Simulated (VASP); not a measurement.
Runs of VASP 6.6.1 on HfO2. The structure is that of space group P-3m1 (No. 164), or close to it. The cells are those of the table. 

| cell | gap on the mesh (eV) | pressure (GPa) | largest force (eV/Å) |
| --- | --- | --- | --- |
| a = 3.577, b = 3.577, c = 11.761 Å, angles 90.0, 90.0, 60.0°, 9 atoms | (a) | -10.1 | 1.11 |
| a = 3.577, b = 3.577, c = 9.011 Å, angles 90.0, 90.0, 60.0°, 9 atoms | 4.44 | -9.0 | 0.71 |
| a = 3.577, b = 3.577, c = 9.511 Å, angles 90.0, 90.0, 60.0°, 9 atoms | 4.56 | -11.7 | 0.73 |
| a = 3.577, b = 3.577, c = 9.261 Å, angles 90.0, 90.0, 60.0°, 9 atoms | 4.49 | (b) | 0.78 |
| a = 3.577, b = 3.577, c = 8.461 Å, angles 90.0, 90.0, 60.0°, 9 atoms | 4.67 | 11.6 | 4.19 |

Alike in all rows: task single point; level r2SCAN; potentials or basis VASP PAW PBE potentials, release 64 (Hf_pv, O); no spin polarisation; k mesh 7 × 7 × 3; cutoff (eV) 520; smearing gaussian 0.05 eV.

Question: Fill in the values left out.

Answer: (a) 4.76; (b) -11.0.

Caveats: the PAW data sets were made with another functional, which shifts forces and pressure a little; spin-orbit coupling is left out, which moves the levels of the heavy elements; an odd mesh through Γ misses points on the zone boundary, where band edges can lie; the cell stands under tension (at least some runs); the cell stands under pressure (at least some runs).

A k mesh can miss the band edges, and the runs leave out spin-orbit coupling on Hf.
